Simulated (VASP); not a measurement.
Wanted: the native input for a VASP 6.6.1 run.

```yaml
Task: single point
Functional: PBE
Potentials_or_basis: VASP PAW PBE potentials, release 64 (Hf_pv)
Cutoff: 500 eV
k_mesh: 6 × 6 × 6
Occupations: gaussian, width 0.1 eV
Spin: no spin polarisation
Dipole_correction: no
Further_INCAR_settings: ALGO = Normal; EDIFF = 1e-06; NBANDS = 22
```

The structure of Hf lies in POSCAR:

```
Hf
1.0
    4.9891053797      0.0000000000      0.0000000000
   -2.4945526899      4.3206920010      0.0000000000
    0.0000000000      0.0000000000      3.1080917727
Hf
3
Direct
    0.0000000000      0.0000000000      0.0000000000
    0.3333333333      0.6666666667      0.5000000000
    0.6666666667      0.3333333333      0.5000000000
```

This isn't the form of Hf at room conditions, which is hcp.

The input as run:

INCAR

```
ALGO     = Normal         # electronic algorithm
EDIFF    = 1E-6           # SCF threshold, eV
ENCUT    = 500            # plane-wave cutoff, eV
GGA      = PE             # functional
GGA_COMPAT= False        
ISIF     = 2              # what is computed and relaxed
ISMEAR   = 0              # smearing method
LASPH    = True           # aspherical terms in the spheres
LCHARG   = True           # write CHGCAR
LELF     = True           # ELF
LREAL    = False          # projectors in reciprocal space
LVHAR    = True         
LWAVE    = False          # write WAVECAR
NBANDS   = 22             # bands
NELM     = 120            # most SCF steps
PREC     = Accurate       # precision mode
SIGMA    = 0.1            # smearing width, eV
```

KPOINTS

```
k-points
0
Gamma
  6 6 6
```

Potentials or basis: VASP PAW PBE potentials, release 64 (Hf_pv).

Launch:

```sh
$ cat potpaw_PBE.64/Hf_pv/POTCAR > POTCAR
$ mpirun -np 1 vasp_std > vasp.out
```

It gave:

* Pressure: -0.4 GPa
* Band gap on the k mesh: zero (bands 15 and 16 overlap by 0.91 eV)

Caveat: spin-orbit coupling is left out, which moves the levels of the heavy elements.

Wall time 24 s on 1 thread of AMD EPYC 7R13 Processor (Zen 3), with other jobs on the host, peak memory 0.16 GiB.
